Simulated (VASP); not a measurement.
Wanted: the native input for a VASP 6.6.1 run.

```yaml
Task: relaxation of the atoms
Functional: PBE
Potentials_or_basis: VASP PAW PBE potentials, release 64 (Ti_sv, C)
Cutoff: 520 eV
k_mesh: 11 × 11 × 1
Occupations: gaussian, width 0.1 eV
Spin: no spin polarisation
Dipole_correction: yes
Further_INCAR_settings: ALGO = Normal; EDIFF = 1e-07; IBRION = 2; EDIFFG = -0.02; NSW = 80
```

The structure of TiC lies in POSCAR:

```
TiC
1.0
    3.0637674445      0.0000000000      0.0000000000
    0.0000000000      3.0637674445      0.0000000000
    0.0000000000      0.0000000000     19.3328214719
Ti C
3 3
Direct
    0.5000000000      0.5000000000      0.3879413055
    0.0000000000      0.0000000000      0.5000000000
    0.5000000000      0.5000000000      0.6120586945
    0.0000000000      0.0000000000      0.3879413055
    0.5000000000      0.5000000000      0.5000000000
    0.0000000000      0.0000000000      0.6120586945
```

One way to write it, as run:

INCAR

```
SYSTEM = TiC
PREC = Accurate
ENCUT = 520
EDIFF = 1E-7
ISMEAR = 0
SIGMA = 0.1
LREAL = .False.
LASPH = .True.
NELM = 60
ALGO = Normal
ISIF = 2
LWAVE = .False.
LCHARG = .False.
LDIPOL = .True.
IDIPOL = 3
DIPOL = 0.5 0.5 0.500
GGA = PE
IBRION = 2
NSW = 80
EDIFFG = -0.02
```

KPOINTS

```
Automatic mesh
0
Gamma
  11 11 1
  0 0 0
```

Potentials or basis: VASP PAW PBE potentials, release 64 (Ti_sv, C).

The run is started by

```bash
$ cat potpaw_PBE.64/Ti_sv/POTCAR potpaw_PBE.64/C/POTCAR > POTCAR
$ mpirun -np 1 vasp_std > vasp.out
```

It gave:

* Energy gained by relaxing: 21.4 meV/atom
* Ionic steps: 5
* Largest force after relaxing: 0.018 eV/Å
* Band gap on the k mesh: zero (bands 24 and 25 overlap by 0.79 eV)

Wall time 10 min on 1 thread of Intel Xeon 8259CL, on a shared host, peak memory 0.33 GiB.
